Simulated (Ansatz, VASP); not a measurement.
# Y3Si2F in VASP and in Ansatz

```
Y Si F
1.0
     7.45936    0.00000    0.00000
    -3.72968    6.45999    0.00000
     0.00000    0.00000    3.77039
Y Si F
3 2 1
Direct
  0.50000 0.00000 0.50000
  0.50000 0.50000 0.50000
  0.00000 0.50000 0.50000
  0.33333 0.66667 0.00000
  0.66667 0.33333 0.00000
  0.00000 0.00000 0.00000
```

Change from the starting cell: species swapped into the YbCo3B2 type (P6/mmm, No. 191).

Alike in both runs: task relaxation of cell and atoms; functional PBE; k mesh 6 × 6 × 10; occupations gaussian, width 0.01 eV; no spin polarisation.

|  | VASP | Ansatz |
| --- | --- | --- |
| version | VASP 6.6.1 | Ansatz 0.2.0 |
| potentials or method | VASP PAW PBE potentials, release 64 (Y_sv, Si, F), cutoff 600 eV | scalar-relativistic, plane waves, PAW |
| valence electrons in the cell | 48 | 48 |

VASP gave:

```
gap on the k mesh at the Fermi level, each at its own relaxed structure (eV)  : 0.20
relaxed volume (Å³/atom)                                                      : 30.07
relaxed length of the cell vector where the two differ most in proportion (Å) : 3.760
```

Problem. Which values does Ansatz return?

Solution. gap on the k mesh at the Fermi level, each at its own relaxed structure (eV): 0.20; relaxed volume (Å³/atom): 30.09; relaxed length of the cell vector where the two differ most in proportion (Å): 3.764.
